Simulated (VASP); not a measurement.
Wanted: the native input for a VASP 6.6.1 run.

| Item | Value |
| --- | --- |
| Task | single point |
| Functional | PBE |
| Potentials or basis | VASP PAW PBE potentials, release 64 (Be, S) |
| Cutoff | 520 eV |
| k mesh | 16 × 16 × 16 |
| Occupations | fermi-dirac, width 0.08 eV |
| Spin | no spin polarisation |
| Dipole correction | no |
| Further INCAR settings | ALGO = Normal; EDIFF = 1e-06; NBANDS = 11 |

The structure of BeS (rocksalt type) lies in POSCAR:

```
BeS
1.0
    0.0000000000      2.3146319030      2.3146319030
    2.3146319030      0.0000000000      2.3146319030
    2.3146319030      2.3146319030      0.0000000000
Be S
1 1
Direct
    0.0000000000      0.0000000000      0.0000000000
    0.5000000000      0.5000000000      0.5000000000
```

These files were run (other wordings do the same):

INCAR

```
SYSTEM = BeS
  ALGO = Normal
  EDIFF = 1E-6
  ENCUT = 520
  GGA = PE
  ISIF = 2
  ISMEAR = -1
  LASPH = .TRUE.
  LCHARG = .FALSE.
  LREAL = .FALSE.
  LWAVE = .FALSE.
  NBANDS = 11
  NELM = 100
  PREC = Accurate
  SIGMA = 0.08
```

KPOINTS

```
k-points
0
G
  16 16 16
  0 0 0
```

Potentials or basis: VASP PAW PBE potentials, release 64 (Be, S).

Command:

```bash
$ cat potpaw_PBE.64/Be/POTCAR potpaw_PBE.64/S/POTCAR > POTCAR
$ mpirun -np 1 vasp_std > vasp.out
```

Results of the run:

| Quantity | Value |
| --- | --- |
| Pressure | -0.1 GPa |
| Band gap on the k mesh | 1.00 eV (least direct gap 4.17 eV) |

Wall time 36 s on 1 thread of Intel Xeon 8259CL (shared host), peak memory 0.16 GiB.
